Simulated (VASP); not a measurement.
# MoS2 (P6_3/mmc) in VASP: notebook, part 2 of 2

VASP 6.6.1.

## 4. Single point, r2SCAN+D4

This run uses another cell than the first one, of 17.15 Å³/atom.

Contents of POSCAR:

```
MoS2
1.0
    3.1261704254      0.0000000000      0.0000000000
   -1.5630852127      2.7073430050      0.0000000000
    0.0000000000      0.0000000000     12.1574390416
Mo S
2 4
Direct
    0.6666666667      0.3333333333      0.7500000000
    0.3333333333      0.6666666667      0.2500000000
    0.6666666667      0.3333333333      0.3770000000
    0.3333333333      0.6666666667      0.8770000000
    0.6666666667      0.3333333333      0.1230000000
    0.3333333333      0.6666666667      0.6230000000
```

Contents of INCAR.step1:

```
ALGO     = Normal         # electronic algorithm
EDIFF    = 1E-4           # SCF threshold, eV
ENCUT    = 520            # plane-wave cutoff, eV
GGA      = PE             # functional
ISMEAR   = -1             # smearing method
LASPH    = True           # aspherical terms in the spheres
LCHARG   = False          # write CHGCAR
LREAL    = False          # projectors in reciprocal space
LWAVE    = True           # write WAVECAR
NBANDS   = 35             # bands
NELM     = 100            # most SCF steps
PREC     = Accurate       # precision mode
SIGMA    = 0.05           # smearing width, eV
```

Contents of INCAR.step2:

```
ALGO     = Normal         # electronic algorithm
EDIFF    = 1E-7           # SCF threshold, eV
ENCUT    = 520            # plane-wave cutoff, eV
ISIF     = 2              # what is computed and relaxed
ISMEAR   = -1             # smearing method
ISTART   = 1            
IVDW     = 13             # dispersion correction
LASPH    = True           # aspherical terms in the spheres
LCHARG   = False          # write CHGCAR
LMIXTAU  = True         
LREAL    = False          # projectors in reciprocal space
LWAVE    = False          # write WAVECAR
METAGGA  = R2SCAN         # meta-GGA
NBANDS   = 35             # bands
NELM     = 100            # most SCF steps
PREC     = Accurate       # precision mode
SIGMA    = 0.05           # smearing width, eV
VDW_A1   = 0.51559235   
VDW_A2   = 5.77342911   
VDW_S6   = 1.0          
VDW_S8   = 0.6018749
```

Contents of KPOINTS:

```
k-points
0
Gamma
  10 10 3
```

Launch:

```console
$ cat potpaw_PBE.64/Mo_sv/POTCAR potpaw_PBE.64/S/POTCAR > POTCAR
$ cp INCAR.step1 INCAR
$ mpirun -np 1 vasp_std > vasp.out
$ cp INCAR.step2 INCAR
$ mpirun -np 1 vasp_std > vasp.out
```

Run time: 3.7 min. Hardware: 1 thread of Intel Xeon 6975P-C (Granite Rapids), shared host; peak memory 0.26 GiB.

It converged, with:

```
Free energy                : -90.8970 eV
Pressure                   : 6.4 GPa
Largest force              : 0.452 eV/Å
Band gap on the k mesh     : 1.01 eV (least direct gap 2.10 eV)
Dispersion energy per atom : -0.161 eV
```

Forces on the atoms (eV/Å):
```
Mo   0.000  0.000  0.000
Mo   0.000  0.000  0.000
S    0.000  0.000  0.452
S    0.000  0.000  0.452
S    0.000  0.000 -0.452
S    0.000  0.000 -0.452
```

Stress tensor (GPa, compression positive):
```
6.65 0.00 0.00
0.00 6.65 0.00
0.00 0.00 5.90
```

Levels at points of the mesh, in eV from the valence-band top:
```csv
k point,band 22,band 23,band 24,band 25,band 26,band 27,band 28,band 29,band 30,band 31
"(0.00, 0.00, 0.00)",-2.39,-2.39,-1.34,-1.31,0.00,2.30,2.30,2.33,2.33,2.50
"(0.50, 0.00, 0.00)",-2.76,-1.94,-1.72,-1.56,-1.43,1.78,1.84,2.20,2.50,3.22
```

Caveat: the cell stands under pressure; the PAW data sets were made with another functional, which shifts forces and pressure a little; an odd mesh through Γ misses points on the zone boundary, where band edges can lie. r2SCAN opens gaps a little over a GGA but as a rule still falls short of measured ones.

## 5. Single point, r2SCAN+D4

This run uses another cell than the first one, of 17.51 Å³/atom.

Edit POSCAR of step 4 so:

```diff
@@ -2,5 +2,5 @@
 1.0
-    3.1261704254      0.0000000000      0.0000000000
-   -1.5630852127      2.7073430050      0.0000000000
-    0.0000000000      0.0000000000     12.1574390416
+    3.1477309028      0.0000000000      0.0000000000
+   -1.5738654514      2.7260149261      0.0000000000
+    0.0000000000      0.0000000000     12.2412860984
 Mo S
```

Contents of INCAR.step1:

```
PREC     = Accurate       # precision mode
ENCUT    = 520            # plane-wave cutoff, eV
ISMEAR   = -1             # smearing method
SIGMA    = 0.05           # smearing width, eV
LREAL    = F              # projectors in reciprocal space
LASPH    = T              # aspherical terms in the spheres
NELM     = 100            # most SCF steps
NBANDS   = 35             # bands
GGA      = PE             # functional
ALGO     = Normal         # electronic algorithm
EDIFF    = 1E-4           # SCF threshold, eV
LWAVE    = T              # write WAVECAR
LCHARG   = F              # write CHGCAR
```

Contents of INCAR.step2:

```
PREC     = Accurate       # precision mode
ENCUT    = 520            # plane-wave cutoff, eV
EDIFF    = 1E-6           # SCF threshold, eV
ISMEAR   = -1             # smearing method
SIGMA    = 0.05           # smearing width, eV
LREAL    = F              # projectors in reciprocal space
LASPH    = T              # aspherical terms in the spheres
NELM     = 100            # most SCF steps
ALGO     = Normal         # electronic algorithm
ISIF     = 2              # what is computed and relaxed
LWAVE    = F              # write WAVECAR
LCHARG   = T              # write CHGCAR
METAGGA  = R2SCAN         # meta-GGA
LMIXTAU  = T            
IVDW     = 13             # dispersion correction
VDW_S6   = 1.0          
VDW_S8   = 0.6018749    
VDW_A1   = 0.51559235   
VDW_A2   = 5.77342911   
LELF     = T              # ELF
LVHAR    = T            
NBANDS   = 35             # bands
ISTART   = 1
```

Contents of KPOINTS:

```
Automatic mesh
0
Gamma
  10 10 3
```

Launch:

```console
$ cat potpaw_PBE.64/Mo_sv/POTCAR potpaw_PBE.64/S/POTCAR > POTCAR
$ cp INCAR.step1 INCAR
$ mpirun -np 1 vasp_std > vasp.out
$ cp INCAR.step2 INCAR
$ mpirun -np 1 vasp_std > vasp.out
```

Run time: 2.7 min. Hardware: 1 thread of Intel Xeon 6975P-C (Granite Rapids), shared host; peak memory 0.28 GiB.

The run converged. Its results:

```yaml
Free_energy: -90.9587 eV
Pressure: 2.8 GPa
Largest_force: 0.093 eV/Å
Band_gap_on_the_k_mesh: 1.03 eV (least direct gap 2.04 eV)
Dispersion_energy_per_atom: -0.158 eV
```

Forces in eV/Å, atoms in the order of the input:
```
Mo   0.000  0.000  0.000
Mo   0.000  0.000  0.000
S    0.000  0.000  0.093
S    0.000  0.000  0.093
S    0.000  0.000 -0.093
S    0.000  0.000 -0.093
```

Stress tensor (GPa, compression positive):
```
3.14 0.00 0.00
0.00 3.14 0.00
0.00 0.00 2.07
```

Levels at points of the mesh, in eV from the valence-band top:
| k point | band 24 | band 25 | band 26 | band 27 | band 28 | band 29 |
| --- | --- | --- | --- | --- | --- | --- |
| (0.00, 0.00, 0.00) | -1.32 | -1.24 | 0.00 | 2.28 | 2.28 | 2.30 |
| (0.50, 0.00, 0.00) | -1.69 | -1.50 | -1.37 | 1.75 | 1.80 | 2.16 |

Caveat: the PAW data sets were made with another functional, which shifts forces and pressure a little; an odd mesh through Γ misses points on the zone boundary, where band edges can lie. r2SCAN opens gaps a little over a GGA but as a rule still falls short of measured ones.

## 6. Single point, r2SCAN+D4

This run uses another cell than the first one, of 17.86 Å³/atom.

Edit POSCAR of step 5 so:

```diff
@@ -2,5 +2,5 @@
 1.0
-    3.1477309028      0.0000000000      0.0000000000
-   -1.5738654514      2.7260149261      0.0000000000
-    0.0000000000      0.0000000000     12.2412860984
+    3.1690000000      0.0000000000      0.0000000000
+   -1.5845000000      2.7444345046      0.0000000000
+    0.0000000000      0.0000000000     12.3240000000
 Mo S
```

Contents of INCAR.step1:

```
  PREC = Accurate
  ENCUT = 520
  ISMEAR = -1
  SIGMA = 0.05
  LREAL = False
  LASPH = True
  NELM = 80
  NBANDS = 35
  GGA = PE
  ALGO = Normal
  EDIFF = 1E-4
  LWAVE = True
  LCHARG = False
```

Contents of INCAR.step2:

```
  PREC = Accurate
  ENCUT = 520
  EDIFF = 1E-6
  ISMEAR = -1
  SIGMA = 0.05
  LREAL = False
  LASPH = True
  NELM = 80
  ALGO = Normal
  ISIF = 2
  LWAVE = False
  LCHARG = True
  METAGGA = R2SCAN
  LMIXTAU = True
  IVDW = 13
  VDW_S6 = 1.0
  VDW_S8 = 0.6018749
  VDW_A1 = 0.51559235
  VDW_A2 = 5.77342911
  LELF = True
  LVHAR = True
  NBANDS = 35
  ISTART = 1
```

Contents of KPOINTS:

```
regular mesh
0
Gamma
  10 10 3
```

Potentials or basis: VASP PAW PBE potentials, release 64 (Mo_sv, S).

Launch:

```console
$ cat potpaw_PBE.64/Mo_sv/POTCAR potpaw_PBE.64/S/POTCAR > POTCAR
$ cp INCAR.step1 INCAR
$ mpirun -np 1 vasp_std > vasp.out
$ cp INCAR.step2 INCAR
$ mpirun -np 1 vasp_std > vasp.out
```

Run time: 2.4 min. Hardware: 1 thread of Intel Xeon 6975P-C (Granite Rapids), shared host; peak memory 0.28 GiB.

It converged, with:

| Property | Result |
| --- | --- |
| Free energy | -90.9744 eV |
| Pressure | -0.5 GPa |
| Largest force | 0.239 eV/Å |
| Band gap on the k mesh | 1.04 eV (least direct gap 1.99 eV) |
| Dispersion energy per atom | -0.155 eV |

Forces on the atoms (eV/Å):
```
Mo   0.000  0.000  0.000
Mo   0.000  0.000  0.000
S    0.000  0.000 -0.239
S    0.000  0.000 -0.239
S    0.000  0.000  0.239
S    0.000  0.000  0.239
```

Stress tensor (GPa, compression positive):
```
 0.00  0.00  0.00
 0.00  0.00  0.00
 0.00  0.00 -1.38
```

Levels at points of the mesh, in eV from the valence-band top:
| k point | band 24 | band 25 | band 26 | band 27 | band 28 | band 29 |
| --- | --- | --- | --- | --- | --- | --- |
| (0.00, 0.00, 0.00) | -1.30 | -1.17 | 0.00 | 2.25 | 2.25 | 2.28 |
| (0.50, 0.00, 0.00) | -1.66 | -1.45 | -1.32 | 1.72 | 1.77 | 2.12 |

Caveat: the PAW data sets were made with another functional, which shifts forces and pressure a little; an odd mesh through Γ misses points on the zone boundary, where band edges can lie.

## 7. Summary

| level | cell | gap on the mesh (eV) | pressure (GPa) | largest force (eV/Å) |
| --- | --- | --- | --- | --- |
| RPBE | a = 3.210, b = 3.210, c = 16.081 Å, angles 90.0, 90.0, 120.0°, 6 atoms, atomic positions A | 1.57 | -0.2 | 0.02 |
| r2SCAN+D4 | a = 3.104, b = 3.104, c = 12.072 Å, angles 90.0, 90.0, 120.0°, 6 atoms, atomic positions B | 0.99 | 10.4 | 0.84 |
| r2SCAN+D4 | a = 3.126, b = 3.126, c = 12.157 Å, angles 90.0, 90.0, 120.0°, 6 atoms, atomic positions B | 1.01 | 6.4 | 0.45 |
| r2SCAN+D4 | a = 3.148, b = 3.148, c = 12.241 Å, angles 90.0, 90.0, 120.0°, 6 atoms, atomic positions B | 1.03 | 2.8 | 0.09 |
| r2SCAN+D4 | a = 3.169, b = 3.169, c = 12.324 Å, angles 90.0, 90.0, 120.0°, 6 atoms, atomic positions B | 1.04 | -0.5 | 0.24 |

Alike in all rows: task single point; potentials or basis VASP PAW PBE potentials, release 64 (Mo_sv, S); no spin polarisation; k mesh 10 × 10 × 3; cutoff (eV) 520; smearing fermi-dirac 0.05 eV.

Caveats: the PAW data sets were made with another functional, which shifts forces and pressure a little; an odd mesh through Γ misses points on the zone boundary, where band edges can lie; the cell stands under pressure (at least some runs); this functional lacks dispersion, which binds the layers, so the pressure and a relaxed spacing across them are unreliable (at least some runs).

Total energies depend on the potentials used, so only differences within one code and one set of settings carry meaning.

## 8. How close it comes

Step 2. A measured gap of MoS2 is 1.3 eV (indirect; 300 K; “Multiwavelength excitation Raman Scattering Analysis of bulk and 2 dimensional MoS2: Vibrational properties of atomically thin MoS2 layers”, 2015, arxiv:1506.03228); the calculated 1.57 eV misses it by +0.27 eV. Spin-orbit coupling on Mo is left out. The value is that of RPBE on a finite k mesh, which can miss the band edges, without temperature or zero-point motion.

Step 6. A measured gap of MoS2 is 1.3 eV (indirect; 300 K; “Multiwavelength excitation Raman Scattering Analysis of bulk and 2 dimensional MoS2: Vibrational properties of atomically thin MoS2 layers”, 2015, arxiv:1506.03228); the calculated 1.04 eV misses it by -0.26 eV. Spin-orbit coupling on Mo is left out. The value is that of r2SCAN+D4 on a finite k mesh, which can miss the band edges, without temperature or zero-point motion.
